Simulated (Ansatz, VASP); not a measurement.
**Two plane-wave programs on GeW**

Contents of INCAR:

```
  PREC = Accurate
  ENCUT = 520
  EDIFF = 1E-7
  ISMEAR = 0
  SIGMA = 0.018000000000000002
  LREAL = F
  LASPH = T
  NELM = 60
  ALGO = Normal
  ISIF = 2
  LWAVE = F
  LCHARG = T
  GGA = PE
  LELF = T
  LVHAR = T
  NBANDS = 21
```

The input KPOINTS:

```
Automatic mesh
0
Gamma
  9 9 9
```

POSCAR

```
GeW
1.0
    0.0000000000      2.5776100000      2.5776100000
    2.5776100000      0.0000000000      2.5776100000
    2.5776100000      2.5776100000      0.0000000000
Ge W
1 1
Direct
    0.5000000000      0.5000000000      0.5000000000
    0.0000000000      0.0000000000      0.0000000000
```

The input input.yaml:

```yaml
crystal:
  lattice:
    - [0.0, 2.57761, 2.57761]
    - [2.57761, 0.0, 2.57761]
    - [2.57761, 2.57761, 0.0]
  atoms:
    - { symbol: Ge, position: [0.5, 0.5, 0.5] }
    - { symbol: W, position: [0.0, 0.0, 0.0] }
hamiltonian:
  xc: pbe
  pseudopotentials: { kind: paw }
kpoints:
  mp_grid: { grid: [9, 9, 9] }
scf:
  occupations: { method: gaussian, width: 0.018 }
output:
  forces: true
  stress: true
  eigenvalues: true
```

Alike in both runs: task single point; functional PBE; k mesh 9 × 9 × 9; occupations gaussian, width 0.018 eV; no spin polarisation.

|  | VASP | Ansatz |
| --- | --- | --- |
| version | VASP 6.6.1 | Ansatz 0.2.0 |
| potentials or method | VASP PAW PBE potentials, release 64 (Ge_d, W_sv) | Ansatz PAW |
| plane-wave cutoff (eV) | 520 | 420 |
| valence electrons in the cell | 28 | 28 |

|  | VASP | Ansatz | Ansatz less VASP |
| --- | --- | --- | --- |
| gap on the k mesh at the Fermi level (eV) | none | none | - |
| pressure (GPa) | 0.4 | 0.2 | -0.23 |

A gap of «none» marks a metal or a gap that the smearing closes.

Spin-orbit coupling is off throughout.
